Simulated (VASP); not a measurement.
Se: single point with LDA

The system is Se.

```
Se
1.0
     0.09377    3.17245    3.17245
     3.17245    0.09377    3.17245
     3.17245    3.17245    0.09377
Se
2
Direct
  0.50000 0.50000 0.50000
  0.75000 0.75000 0.75000
```

```json
{"Program": "VASP 6.6.1", "Task": "single point", "Functional": "LDA", "Potentials or basis": "VASP PAW LDA potentials, release 64 (Se)", "Cutoff": "500 eV", "k mesh": "5 × 5 × 5", "Occupations": "gaussian, width 0.02 eV", "Spin": "no spin polarisation"}
```

```json
{"Pressure": "-1.5 GPa", "Largest force": "0.344 eV/Å", "Band gap on the k mesh": "zero (band 6 reaches 2.49 eV, above the bottom of band 7 at 1.61 eV)"}
```

Forces on the atoms (eV/Å):
```
Se  -0.199 -0.199 -0.199
Se   0.199  0.199  0.199
```

Stress tensor (GPa, compression positive):
```
-1.52  0.40  0.40
 0.40 -1.52  0.40
 0.40  0.40 -1.52
```

Levels at points of the mesh, in eV from the Fermi level:
| k point | band 3 | band 4 | band 5 | band 6 | band 7 | band 8 | band 9 | band 10 |
| --- | --- | --- | --- | --- | --- | --- | --- | --- |
| (0.00, 0.00, 0.00) | -3.53 | -3.53 | -3.30 | -1.00 | -0.63 | -0.63 | 4.13 | 7.66 |

Wall time 6.3 s on 1 thread of Intel(R) Xeon(R) 6975P-C (Granite Rapids) (shared host), peak memory 0.16 GiB.
